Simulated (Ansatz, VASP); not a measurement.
# Ga4Sb3P: VASP beside Ansatz

INCAR

```
SYSTEM = Ga4Sb3P
PREC     = Accurate       ! precision mode
ENCUT    = 520            ! plane-wave cutoff, eV
EDIFF    = 1E-7           ! SCF threshold, eV
ISMEAR   = -1             ! smearing method
SIGMA    = 0.02           ! smearing width, eV
LREAL    = .FALSE.        ! projectors in reciprocal space
LASPH    = .TRUE.         ! aspherical terms in the spheres
NELM     = 60             ! most SCF steps
ALGO     = Normal         ! electronic algorithm
ISIF     = 2              ! what is computed and relaxed
LWAVE    = .FALSE.        ! write WAVECAR
LCHARG   = .FALSE.        ! write CHGCAR
GGA      = PE             ! functional
NBANDS   = 46             ! bands
```

File KPOINTS:

```
regular mesh
0
G
  6 4 4
  0 0 0
```

POSCAR

```
Ga4Sb3P
1.0
    4.2706111843      0.0000000000      0.0000000000
    0.0000000000      8.5504960211      0.0000000000
    0.0000000000      0.0000000000      6.0202693219
P Ga Sb
1 4 3
Direct
    0.0000000000      0.0000000000      0.0009804046
    0.5000000000      0.0000000000      0.7867032766
    0.0000000000      0.7712376391      0.2365421107
    0.5000000000      0.5000000000      0.7375027430
    0.0000000000      0.2287623609      0.2365421107
    0.5000000000      0.7611999578      0.5004266252
    0.0000000000      0.5000000000      0.0008761040
    0.5000000000      0.2388000422      0.5004266252
```

Input for Ansatz:

```yaml
crystal:
  lattice:
    - [4.2706111843, 0.0, 0.0]
    - [0.0, 8.5504960211, 0.0]
    - [0.0, 0.0, 6.0202693219]
  atoms:
    - { symbol: P, position: [0.0, 0.0, 0.0009804046] }
    - { symbol: Ga, position: [0.5, 0.0, 0.7867032766] }
    - { symbol: Sb, position: [0.5, 0.7611999578, 0.5004266252] }
    - { symbol: Ga, position: [0.0, 0.7712376391, 0.2365421107] }
    - { symbol: Sb, position: [0.0, 0.5, 0.000876104] }
    - { symbol: Ga, position: [0.5, 0.5, 0.737502743] }
    - { symbol: Sb, position: [0.5, 0.2388000422, 0.5004266252] }
    - { symbol: Ga, position: [0.0, 0.2287623609, 0.2365421107] }
kpoints:
  mp_grid: { grid: [6, 4, 4] }
hamiltonian:
  xc: pbe
scf:
  occupations: { method: fermi_dirac, width: 0.02 }
  n_extra_bands: 6
output:
  forces: true
  stress: true
  eigenvalues: true
```

Alike in both runs: task single point; functional PBE; k mesh 6 × 4 × 4; occupations fermi-dirac, width 0.02 eV; no spin polarisation.

|  | VASP | Ansatz |
| --- | --- | --- |
| version | VASP 6.6.1 | Ansatz 0.2.0 |
| potentials or method | VASP PAW PBE potentials, release 64 (P, Ga_d, Sb) | plane waves, PAW |
| plane-wave cutoff (eV) | 520 | 420 |
| valence electrons in the cell | 72 | 102 |

Ansatz gave:

* pressure (GPa): 0.0

**Question.** Which values does VASP return?

**Answer.** Pressure (GPa): 0.1.

The functional is the same, so the differences come from potentials, cutoffs and numerics. VASP's potentials hold 72 valence electrons a cell and Ansatz's 102, so a difference there can come from the potentials and not from the codes.

Spin-orbit coupling is off throughout.
